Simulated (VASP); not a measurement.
Wanted: the native input for a VASP 6.6.1 run.

```
Task                   : single point
Functional             : r2SCAN
Dispersion             : D3(BJ)
Potentials or basis    : VASP PAW PBE potentials, release 64 (Ta_pv, N)
Cutoff                 : 520 eV
k mesh                 : 5 × 5 × 8
Occupations            : fermi-dirac, width 0.1 eV
Spin                   : no spin polarisation
Dipole correction      : no
Further INCAR settings : ALGO = Normal; EDIFF = 1e-06; NBANDS = 33
```

The system is TaN.

```
Ta N
1.0
     5.12578    0.00000    0.00000
    -2.56289    4.43905    0.00000
     0.00000    0.00000    2.87166
Ta N
3 3
Direct
  0.33333 0.66667 0.50000
  0.66667 0.33333 0.50000
  0.00000 0.00000 0.00000
  0.39285 0.00000 0.00000
  0.60715 0.60715 0.00000
  0.00000 0.39285 0.00000
```

These files were run (other wordings do the same):

POSCAR

```
TaN
1.0
    5.1257751753      0.0000000000      0.0000000000
   -2.5628875876      4.4390515178      0.0000000000
    0.0000000000      0.0000000000      2.8716573394
Ta N
3 3
Direct
    0.3333333333      0.6666666667      0.5000000000
    0.6666666667      0.3333333333      0.5000000000
    0.0000000000      0.0000000000      0.0000000000
    0.3928500000      0.0000000000      0.0000000000
    0.6071500000      0.6071500000      0.0000000000
    0.0000000000      0.3928500000      0.0000000000
```

INCAR.step1

```
PREC = Accurate ; ENCUT = 520
ISMEAR = -1 ; SIGMA = 0.1
LREAL = False ; LASPH = True
NELM = 60 ; NBANDS = 33
GGA = PE ; ALGO = Normal
EDIFF = 1E-4 ; LWAVE = True
LCHARG = False
```

INCAR.step2

```
PREC = Accurate ; ENCUT = 520
EDIFF = 1E-6 ; ISMEAR = -1
SIGMA = 0.1 ; LREAL = False
LASPH = True ; NELM = 60
ALGO = Normal ; ISIF = 2
LWAVE = False ; LCHARG = False
METAGGA = R2SCAN ; LMIXTAU = True
IVDW = 12 ; VDW_S6 = 1.0
VDW_S8 = 0.78981345 ; VDW_A1 = 0.49484001
VDW_A2 = 5.73083694 ; NBANDS = 33
ISTART = 1
```

KPOINTS

```
regular mesh
0
Gamma
  5 5 8
```

Potentials or basis: VASP PAW PBE potentials, release 64 (Ta_pv, N).

Command:

```sh
$ cat potpaw_PBE.64/Ta_pv/POTCAR potpaw_PBE.64/N/POTCAR > POTCAR
$ cp INCAR.step1 INCAR
$ mpirun -np 1 vasp_std > vasp.out
$ cp INCAR.step2 INCAR
$ mpirun -np 1 vasp_std > vasp.out
```

Results of the run:

```
Pressure                   : 13.9 GPa
Largest force              : 0.127 eV/Å
Band gap on the k mesh     : zero (bands 24 and 25 overlap by 3.36 eV)
Dispersion energy per atom : -0.218 eV
```

Caveat: three body term missing; the cell stands under pressure; the PAW data sets were made with another functional, which shifts forces and pressure a little; spin-orbit coupling is left out, which moves the levels of the heavy elements.

Wall time 2.5 min on 1 thread of AMD EPYC 9R45 96-Core Processor (Zen 5) (shared host), peak memory 0.2 GiB.
